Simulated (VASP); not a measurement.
# W in VASP: single point with PBE

Aim: the single point of W with PBE.

Everything below comes from runs of VASP 6.6.1. Logs are shortened: lines on timing, memory, paths and dates and some standing lists are left out, and cuts for length are marked.

## 1. The cell of the first run

The cell holds a slab with vacuum, 8 atoms: a = 2.871 Å, b = 4.060 Å, c = 30.048 Å, α = 90.00°, β = 90.00°, γ = 90.00°.

## 2. Single point, PBE

Contents of INCAR:

```
SYSTEM = W
PREC = Accurate
ENCUT = 520
EDIFF = 1E-7
ISMEAR = 0
SIGMA = 0.1
LREAL = .False.
LASPH = .True.
NELM = 100
ALGO = Normal
ISIF = 2
LWAVE = .False.
LCHARG = .False.
LDIPOL = .True.
IDIPOL = 3
DIPOL = 0.5 0.5 0.497
GGA = PE
NBANDS = 66
```

Contents of KPOINTS:

```
regular mesh
0
Gamma
  9 6 1
  0 0 0
```

Contents of POSCAR:

```
W
1.0
    2.8708535300      0.0000000000      0.0000000000
    0.0000000000      4.0600000000      0.0000000000
    0.0000000000      0.0000000000     30.0479872824
W
8
Direct
    0.5000000000      0.5000000000      0.3328009928
    0.0000000000      0.0000000000      0.3805721364
    0.5000000000      0.5000000000      0.4283432800
    0.0000000000      0.0000000000      0.4761144235
    0.5000000000      0.5000000000      0.5237216130
    0.0000000000      0.0000000000      0.5676387357
    0.5000000000      0.5000000000      0.6180319190
    0.0000000000      0.0000000000      0.6515517270
```

Potentials or basis: VASP PAW PBE potentials, release 64 (W_sv).

Run with:

```console
$ cat potpaw_PBE.64/W_sv/POTCAR > POTCAR
$ mpirun -np 1 vasp_std > vasp.out
```

OUTCAR:

```text
SYSTEM = W
   PREC = Accurate
   ENCUT = 520
   EDIFF = 1E-7
   ISMEAR = 0
   LREAL = .False.
   LASPH = .True.
   NELM = 100
   ISIF = 2
   GGA = PE

 ion  position               nearest neighbor table
   1  0.500  0.500  0.333-   3 2.87   2 2.87   2 2.87   2 2.87   2 2.87
   2  0.000  0.000  0.381-   4 2.87   1 2.87   1 2.87   1 2.87   1 2.87   3 2.87   3 2.87   3 2.87
                             3 2.87
   3  0.500  0.500  0.428-   5 2.87   1 2.87   4 2.87   4 2.87   4 2.87   4 2.87   2 2.87   2 2.87
                             2 2.87   2 2.87
   4  0.000  0.000  0.476-   6 2.75   5 2.87   5 2.87   5 2.87   5 2.87   2 2.87   3 2.87   3 2.87
                             3 2.87   3 2.87
   5  0.500  0.500  0.524-   6 2.81   6 2.81   6 2.81   6 2.81   7 2.83   3 2.87   4 2.87   4 2.87
                             4 2.87   4 2.87
   6  0.000  0.000  0.568-   8 2.52   4 2.75   5 2.81   5 2.81   5 2.81   5 2.81   7 2.91   7 2.91
                             7 2.91   7 2.91
   7  0.500  0.500  0.618-   8 2.68   8 2.68   8 2.68   8 2.68   5 2.83   6 2.91   6 2.91   6 2.91
                             6 2.91
   8  0.000  0.000  0.652-   6 2.52   7 2.68   7 2.68   7 2.68   7 2.68

  LATTYP: Found a simple orthorhombic cell.
 ALAT       =     2.8708535300
 B/A-ratio  =     1.4142135632
 C/A-ratio  =    10.4665692514

  Lattice vectors:

 A1 = (   2.8708535300,   0.0000000000,   0.0000000000)
 A2 = (   0.0000000000,   4.0600000000,   0.0000000000)
 A3 = (   0.0000000000,   0.0000000000,  30.0479872824)

Analysis of symmetry for initial positions (statically):
=====================================================================
 Subroutine PRICEL returns:
 Original cell was already a primitive cell.

 Routine SETGRP: Setting up the symmetry group for a
 simple orthorhombic supercell.

 Subroutine GETGRP returns: Found  4 space group operations
 (whereof  4 operations were pure point group operations)
 out of a pool of  8 trial point group operations.

The static configuration has the point symmetry C_2v.

Analysis of symmetry for dynamics (positions and initial velocities):
=====================================================================
 Subroutine PRICEL returns:
 Original cell was already a primitive cell.

 Routine SETGRP: Setting up the symmetry group for a
 simple orthorhombic supercell.

 Subroutine GETGRP returns: Found  4 space group operations
 (whereof  4 operations were pure point group operations)
 out of a pool of  8 trial point group operations.

The dynamic configuration has the point symmetry C_2v.

 Subroutine INISYM returns: Found  4 space group operations
 (whereof  4 operations are pure point group operations),
[... 119 lines left out ...]
   EFERMI_NEDOS =   21; number of points for ismear=-14 and -15
   IALGO  =     38    algorithm
   IMIX   =      4    mixing-type and parameters
     AMIX     =   0.40;   BMIX     =  1.00
     AMIX_MAG =   1.60;   BMIX_MAG =  1.00
  volume/ion in A,a.u.               =      43.78       295.43
  Fermi-wavevector in a.u.,A,eV,Ry     =   1.119515  2.115577 17.052378  1.253314
  Thomas-Fermi vector in A             =   2.256155
   LORBIT       =      0    0 simple, 1 ext, 2 COOP (PROOUT), +10 PAW based schemes
   GGA     = PE    functional components
   LHFCALC =     F    Hartree Fock is set to
   AEXX    =    0.0000 exact exchange contribution
   IVDW    =     0    specifies the selected vdW correction
   LEPSILON=     F    determine dielectric tensor
   LRPA    =     F    only Hartree local field effects (RPA)
 non-spin polarized calculation
 Gauss-broadening in eV      SIGMA  =   0.10
  energy-cutoff  :      520.00
  volume of cell :      350.23
 maximum number of plane-waves:      9481
 NGX is ok and might be reduce to    24
   NGX = 11   NGY = 15   NGZ =111

 dipolmoment           0.000000      0.000000     -0.051133 electrons x Angstroem

 number of electron     111.9999997 magnetization

 dipolmoment           0.000000      0.000000      0.005894 electrons x Angstroem

 Free energy of the ion-electron system (eV)
  ---------------------------------------------------
  ext. energy  EPLUGINS =         0.00000000
  ---------------------------------------------------
  free energy    TOTEN  =       -95.53069820 eV

  energy without entropy =      -95.48554118  energy(sigma->0) =      -95.50811969

 E-fermi :   1.3813     XC(G=0):  -5.7758

 val. band max:        1.3641343115   @ k =   0.0000   0.5000   0.0000
 cond. band min:       1.3826881869   @ k =   0.1111   0.5000   0.0000
 fundamental gap:      0.0185538753
 Fermi energy:         1.3813466674

 k-point     1 :       0.0000    0.0000    0.0000
  band No.  band energies     occupation
      1     -72.6075      2.00000
      2     -72.4317      2.00000
      3     -72.3723      2.00000
      4     -72.3596      2.00000
      5     -72.3004      2.00000
      6     -72.2526      2.00000
[... 1369 lines left out ...]
     65       3.4087      0.00000
     66       3.4088      0.00000

------------------------ aborting loop because EDIFF is reached ----------------------------------------

 vacuum level on the upper side and lower side of the slab       (xc-potential included)        -0.044        -0.140

  FORCE on cell =-STRESS in cart. coord.  units (eV):
  Direction    XX          YY          ZZ          XY          YZ          ZX
  --------------------------------------------------------------------------------------
  -------------------------------------------------------------------------------------
  Total       -2.6847106     -2.5467528     -3.9412800      0.0000000      0.0000000      0.0000000
  in kB      -12.2816185    -11.6505094    -18.0299873      0.0000000      0.0000000      0.0000000
  external PRESSURE =     -13.9873717 kB  Pullay stress =       0.0000000 kB

 VOLUME and BASIS-vectors are now :
 -----------------------------------------------------------------------------
  energy-cutoff  :      520.00
  volume of cell :      350.23
      direct lattice vectors                 reciprocal lattice vectors
     2.870853530  0.000000000  0.000000000     0.348328464  0.000000000  0.000000000
     0.000000000  4.060000000  0.000000000     0.000000000  0.246305419  0.000000000
     0.000000000  0.000000000 30.047987282     0.000000000  0.000000000  0.033280099

 POSITION                                       TOTAL-FORCE (eV/Angst)
 -----------------------------------------------------------------------------------
      1.43543      2.03000     10.00000         0.000000      0.000000      2.201688
      0.00000      0.00000     11.43543         0.000000      0.000000     -1.586880
      1.43543      2.03000     12.87085         0.000000      0.000000     -0.361350
      0.00000      0.00000     14.30628         0.000000      0.000000     -0.334510
      1.43543      2.03000     15.73678         0.000000      0.000000     -0.022758
      0.00000      0.00000     17.05640         0.000000      0.000000     -0.021717
      1.43543      2.03000     18.57062         0.000000      0.000000      0.023715
      0.00000      0.00000     19.57782         0.000000      0.000000      0.101812
 -----------------------------------------------------------------------------------
    total drift:                                0.000000     -0.000000      0.000107

  FREE ENERGIE OF THE ION-ELECTRON SYSTEM (eV)
  ---------------------------------------------------
  free  energy   TOTEN  =       -95.5306982004 eV

  energy  without entropy=      -95.4855411820  energy(sigma->0) =      -95.50811969

 vacuum level on the upper side and lower side of the slab         5.602         5.503
```

stdout:

```text
POSCAR found type information on POSCAR W
 POSCAR found :  1 types and       8 ions
 scaLAPACK will be used
 LDA part: xc-table for (Slater+PW92), standard interpolation
 POSCAR, INCAR and KPOINTS ok, starting setup
 FFT: planning ... GRIDC
 FFT: planning ... GRID_SOFT
 FFT: planning ... GRID
 WAVECAR not read
 entering main loop
```

Wall time 41 min (1 thread of Oxide Virtual Turin-like, shared host); peak memory 0.58 GiB.

Results:

* Free energy: -95.5307 eV
* Largest force: 2.202 eV/Å
* Band gap on the k mesh: zero (band 56 reaches 2.50 eV, above the bottom of band 57 at 1.19 eV)

Forces on the atoms (eV/Å):
```
W    0.000  0.000  2.202
W    0.000  0.000 -1.587
W    0.000  0.000 -0.361
W    0.000  0.000 -0.335
W    0.000  0.000 -0.023
W    0.000  0.000 -0.022
W    0.000  0.000  0.024
W    0.000  0.000  0.102
```

Caveat: spin-orbit coupling is left out, which moves the levels of the heavy elements.
